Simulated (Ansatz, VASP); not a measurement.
## One calculation of FeNi3, two programs

```xyz
4
Lattice="4.8447 0.0000 0.0000 -2.4223 4.1956 0.0000 0.0000 0.0000 2.3775" Properties=species:S:1:pos:R:3 pbc="T T T"
Fe    0.0000    0.0000    1.1888
Ni    2.4223    0.0000    1.1888
Ni   -1.2112    2.0978    1.1888
Ni    1.2112    2.0978    1.1888
```

Alike in both runs: functional PBE; k mesh 6 × 6 × 6; occupations gaussian, width 0.1 eV; collinear spin.

Ansatz relaxed the structure, and its values are those at the end. VASP's run is a single point on that final structure, the one shown.

|  | VASP | Ansatz |
| --- | --- | --- |
| version | VASP 6.6.1 | Ansatz 0.2.0 |
| potentials or method | VASP PAW PBE potentials, release 64 (Fe, Ni), cutoff 520 eV | scalar-relativistic, plane waves, PAW |
| valence electrons in the cell | 38 | 70 |

Ansatz gave:

- gap on the k mesh at the Fermi level (eV): none
- pressure (GPa): -0.1
- net moment per atom (μB): 1.02
- size of the moment on the site where the two differ most (μB): 2.68

Problem. What did VASP give for the same quantities?

Solution. gap on the k mesh at the Fermi level (eV): none; pressure (GPa): -0.2; net moment per atom (μB): 1.02; size of the moment on the site where the two differ most (μB): 2.73.

Site moments also hang on the region over which each program counts them. A gap of «none» marks a metal or a gap that the smearing closes. VASP's potentials hold 38 valence electrons a cell and Ansatz's 70, so a difference there can come from the potentials and not from the codes. Ansatz's warnings: seeded moment not kept.

The k mesh is coarse, so the values compare programs but aren't converged.
